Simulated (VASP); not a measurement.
# PbF2 (Fm-3m) in VASP: further runs

PbF2 is run at these levels: PBEsol; tasks: single point.

Program: VASP 6.6.1. These are calculated values, not measurements. Logs are shortened: lines on timing, memory, paths and dates and some standing lists are left out, and cuts for length are marked.

### 1 The cell of the first run

It takes space group Fm-3m (No. 225, cubic). Conventional cell: a = 5.806 Å, b = 5.806 Å, c = 5.806 Å, α = 90.00°, β = 90.00°, γ = 90.00°. Pb (site symmetry m-3m) has 8 F at 2.51 Å within 3.3 Å. Within 3.3 Å of F (site symmetry -43m) lie 4 Pb at 2.51 Å and 6 F at 2.90 Å.

### 2 Single point, PBEsol

INCAR reads:

```
PREC = Accurate
ENCUT = 520
EDIFF = 1E-7
ISMEAR = -1
SIGMA = 0.05
LREAL = False
LASPH = True
NELM = 80
ALGO = Normal
ISIF = 2
LWAVE = False
LCHARG = False
GGA = PS
NBANDS = 21
```

KPOINTS reads:

```
regular mesh
0
Gamma
  8 8 8
```

POSCAR reads:

```
PbF2
1.0
    0.0000000000      2.9031601670      2.9031601670
    2.9031601670      0.0000000000      2.9031601670
    2.9031601670      2.9031601670      0.0000000000
Pb F
1 2
Direct
    0.0000000000      0.0000000000      0.0000000000
    0.7500000000      0.7500000000      0.7500000000
    0.2500000000      0.2500000000      0.2500000000
```

Potentials or basis: VASP PAW PBE potentials, release 64 (Pb_d, F).

The run is started by

```bash
> cat potpaw_PBE.64/Pb_d/POTCAR potpaw_PBE.64/F/POTCAR > POTCAR
> mpirun -np 1 vasp_std > vasp.out
```

OUTCAR:

```text
PREC = Accurate
   ENCUT = 520
   EDIFF = 1E-7
   ISMEAR = -1
   LREAL = False
   LASPH = True
   NELM = 80
   ISIF = 2
   GGA = PS

 ion  position               nearest neighbor table
   1  0.000  0.000  0.000-   2 2.51   2 2.51   2 2.51   2 2.51   3 2.51   3 2.51   3 2.51   3 2.51

   2  0.750  0.750  0.750-   1 2.51   1 2.51   1 2.51   1 2.51
   3  0.250  0.250  0.250-   1 2.51   1 2.51   1 2.51   1 2.51

  LATTYP: Found a face centered cubic cell.
 ALAT       =     5.8063203340

  Lattice vectors:

 A1 = (   0.0000000000,   2.9031601670,   2.9031601670)
 A2 = (   2.9031601670,   0.0000000000,   2.9031601670)
 A3 = (   2.9031601670,   2.9031601670,   0.0000000000)

Analysis of symmetry for initial positions (statically):
=====================================================================
 Subroutine PRICEL returns:
 Original cell was already a primitive cell.

 Routine SETGRP: Setting up the symmetry group for a
 face centered cubic supercell.

 Subroutine GETGRP returns: Found 48 space group operations
 (whereof 48 operations were pure point group operations)
 out of a pool of 48 trial point group operations.

The static configuration has the point symmetry O_h .

Analysis of symmetry for dynamics (positions and initial velocities):
=====================================================================
 Subroutine PRICEL returns:
 Original cell was already a primitive cell.

 Routine SETGRP: Setting up the symmetry group for a
 face centered cubic supercell.

 Subroutine GETGRP returns: Found 48 space group operations
 (whereof 48 operations were pure point group operations)
 out of a pool of 48 trial point group operations.

The dynamic configuration has the point symmetry O_h .

 Subroutine INISYM returns: Found 48 space group operations
 (whereof 48 operations are pure point group operations),
 and found     1 'primitive' translations

----------------------------------------------------------------------------------------

                                     Primitive cell

  volume of cell :      48.9376

  direct lattice vectors                    reciprocal lattice vectors
     0.000000000  2.903160167  2.903160167    -0.172226116  0.172226116  0.172226116
     2.903160167  0.000000000  2.903160167     0.172226116 -0.172226116  0.172226116
     2.903160167  2.903160167  0.000000000     0.172226116  0.172226116 -0.172226116
[... 82 lines left out ...]
   LSORBIT =      F    spin-orbit coupling
   LASPH  =      T    aspherical Exc in radial PAW
   ENCUT  =  520.0 eV  38.22 Ry    6.18 a.u.   7.63  7.63  7.63*2*pi/ulx,y,z
   NELM   =     80;   NELMIN=  2; NELMDL= -5     # of ELM steps
   EDIFF  = 0.1E-06   stopping-criterion for ELM
   LREAL  =      F    real-space projection
   EDIFFG = 0.1E-05   stopping-criterion for IOM
   NSW    =      0    number of steps for IOM
   IBRION =     -1    ionic relax: 0-MD 1-quasi-New 2-CG
   NFREE  =      0    steps in history (QN), initial steepest desc. (CG)
   ISIF   =      2    stress and relaxation
   ISYM   =      2    0-nonsym 1-usesym 2-fastsym
   POTIM  = 0.5000    time-step for ionic-motion
   TEBEG  =    0.0;   TEEND  =   0.0 temperature during run
   PSTRESS=    0.0 pullay stress
   NELECT =      28.0000    total number of electrons
   NUPDOWN=      -1.0000    fix difference up-down
   EMIN   =  10.00;   EMAX   =-10.00  energy-range for DOS
   EFERMI =   0.00;   METHOD = LEGACY
   ISMEAR =    -1;   SIGMA  =   0.05  broadening in eV -4-tet -1-fermi 0-gaus
   EFERMI_NEDOS =   21; number of points for ismear=-14 and -15
   IALGO  =     38    algorithm
   IMIX   =      4    mixing-type and parameters
     AMIX     =   0.40;   BMIX     =  1.00
     AMIX_MAG =   1.60;   BMIX_MAG =  1.00
  volume/ion in A,a.u.               =      16.31       110.08
  Fermi-wavevector in a.u.,A,eV,Ry     =   1.359085  2.568298 25.131473  1.847111
  Thomas-Fermi vector in A             =   2.485863
   LORBIT       =      0    0 simple, 1 ext, 2 COOP (PROOUT), +10 PAW based schemes
   GGA     = PS    functional components
   LHFCALC =     F    Hartree Fock is set to
   AEXX    =    0.0000 exact exchange contribution
   IVDW    =     0    specifies the selected vdW correction
   LEPSILON=     F    determine dielectric tensor
   LRPA    =     F    only Hartree local field effects (RPA)
 non-spin polarized calculation
  energy-cutoff  :      520.00
  volume of cell :       48.94
 maximum number of plane-waves:      1363
 NGX is ok and might be reduce to    32
   NGX = 15   NGY = 15   NGZ = 15

 number of electron      27.9999985 magnetization

 Free energy of the ion-electron system (eV)
  ---------------------------------------------------
  ext. energy  EPLUGINS =         0.00000000
  ---------------------------------------------------
  free energy    TOTEN  =       -14.90618086 eV

  energy without entropy =      -14.90618086  energy(sigma->0) =      -14.90618086

 E-fermi :   3.6807     XC(G=0):  -9.9832

 val. band max:        2.5344879403   @ k =  -0.2500   0.5000   0.2500
 cond. band min:       6.8136686928   @ k =   0.5000   0.5000   0.0000
 fundamental gap:      4.2791807525
 Fermi energy:         3.6806637444

 k-point     1 :       0.0000    0.0000    0.0000
  band No.  band energies     occupation
      1     -18.9832      2.00000
      2     -18.2218      2.00000
      3     -11.9340      2.00000
      4     -11.9340      2.00000
      5     -11.9340      2.00000
      6     -11.8374      2.00000
[... 565 lines left out ...]
     20      18.9059      0.00000
     21      19.1884      0.00000

 [... further k-points ...]

------------------------ aborting loop because EDIFF is reached ----------------------------------------

  FORCE on cell =-STRESS in cart. coord.  units (eV):
  Direction    XX          YY          ZZ          XY          YZ          ZX
  --------------------------------------------------------------------------------------
  -------------------------------------------------------------------------------------
  Total        1.1683712      1.1683712      1.1683712      0.0000000      0.0000000      0.0000000
  in kB       38.2514976     38.2514976     38.2514976      0.0000000      0.0000000      0.0000000
  external PRESSURE =      38.2514976 kB  Pullay stress =       0.0000000 kB

 VOLUME and BASIS-vectors are now :
 -----------------------------------------------------------------------------
  energy-cutoff  :      520.00
  volume of cell :       48.94
      direct lattice vectors                 reciprocal lattice vectors
     0.000000000  2.903160167  2.903160167    -0.172226116  0.172226116  0.172226116
     2.903160167  0.000000000  2.903160167     0.172226116 -0.172226116  0.172226116
     2.903160167  2.903160167  0.000000000     0.172226116  0.172226116 -0.172226116

 POSITION                                       TOTAL-FORCE (eV/Angst)
 -----------------------------------------------------------------------------------
      0.00000      0.00000      0.00000         0.000000     -0.000000     -0.000000
      4.35474      4.35474      4.35474        -0.000000     -0.000000     -0.000000
      1.45158      1.45158      1.45158         0.000000      0.000000      0.000000
 -----------------------------------------------------------------------------------
    total drift:                                0.000000     -0.000000      0.000000

  FREE ENERGIE OF THE ION-ELECTRON SYSTEM (eV)
  ---------------------------------------------------
  free  energy   TOTEN  =       -14.9061808617 eV

  energy  without entropy=      -14.9061808616  energy(sigma->0) =      -14.90618086
```

stdout:

```text
POSCAR found type information on POSCAR PbF
 POSCAR found :  2 types and       3 ions
 scaLAPACK will be used
 -----------------------------------------------------------------------------
|                                                                             |
|                                                                             |
|     You enforced a specific xc type in the INCAR file but a different       |
|     I HOPE YOU KNOW WHAT YOU ARE DOING!                                     |
|                                                                             |
 -----------------------------------------------------------------------------

 LDA part: xc-table for (Slater+PW92), standard interpolation
 POSCAR, INCAR and KPOINTS ok, starting setup
 FFT: planning ... GRIDC
 FFT: planning ... GRID_SOFT
 FFT: planning ... GRID
 WAVECAR not read
 entering main loop
```

Wall time 53 s (1 thread of AMD EPYC 7R13, shared host); peak memory 0.15 GiB.

Results:

* Free energy: -14.9062 eV
* Pressure: 3.8 GPa
* Band gap on the k mesh: 4.28 eV (least direct gap 4.44 eV)

Caveat: the cell stands under pressure; the PAW data sets were made with another functional, which shifts forces and pressure a little; spin-orbit coupling is left out, which moves the levels of the heavy elements. A k mesh can miss the band edges.

### 3 Single point, PBEsol

This run uses another cell than the first one, of 17.01 Å³/atom.

INCAR reads:

```
SYSTEM = PbF2
PREC = Accurate ; ENCUT = 520
EDIFF = 1E-7 ; ISMEAR = -1
SIGMA = 0.05 ; LREAL = .FALSE.
LASPH = .TRUE. ; NELM = 60
ALGO = Normal ; ISIF = 2
LWAVE = .FALSE. ; LCHARG = .FALSE.
GGA = PS ; NBANDS = 21
```

KPOINTS reads:

```
regular mesh
0
G
  8 8 8
  0 0 0
```

POSCAR reads:

```
PbF2
1.0
    0.0000000000      2.9437690651      2.9437690651
    2.9437690651      0.0000000000      2.9437690651
    2.9437690651      2.9437690651      0.0000000000
Pb F
1 2
Direct
    0.0000000000      0.0000000000      0.0000000000
    0.7500000000      0.7500000000      0.7500000000
    0.2500000000      0.2500000000      0.2500000000
```

Potentials or basis: VASP PAW PBE potentials, release 64 (Pb_d, F).

The run is started by

```bash
> cat potpaw_PBE.64/Pb_d/POTCAR potpaw_PBE.64/F/POTCAR > POTCAR
> mpirun -np 1 vasp_std > vasp.out
```

Run time: 62 s. Hardware: 1 thread of AMD EPYC 7R13, shared host; peak memory 0.16 GiB.

It converged, with:

* Free energy: -14.9360 eV
* Pressure: 0.2 GPa
* Band gap on the k mesh: 4.30 eV (least direct gap 4.45 eV)

Levels at points of the mesh, in eV from the valence-band top:
```csv
k point,band 10,band 11,band 12,band 13,band 14,band 15,band 16,band 17,band 18,band 19
"(0.00, 0.00, 0.00)",-2.61,-2.61,-2.11,-2.11,-2.11,6.69,6.69,6.69,10.56,15.01
"(0.50, 0.00, 0.00)",-2.84,-2.84,-2.27,-2.27,-0.04,4.93,7.64,7.64,13.11,13.64
"(0.50, 0.50, 0.00)",-3.76,-1.66,-1.66,-1.66,-0.15,4.30,7.90,7.90,8.77,14.13
```

Caveat: the PAW data sets were made with another functional, which shifts forces and pressure a little; spin-orbit coupling is left out, which moves the levels of the heavy elements.

[end of part 1 of 2]
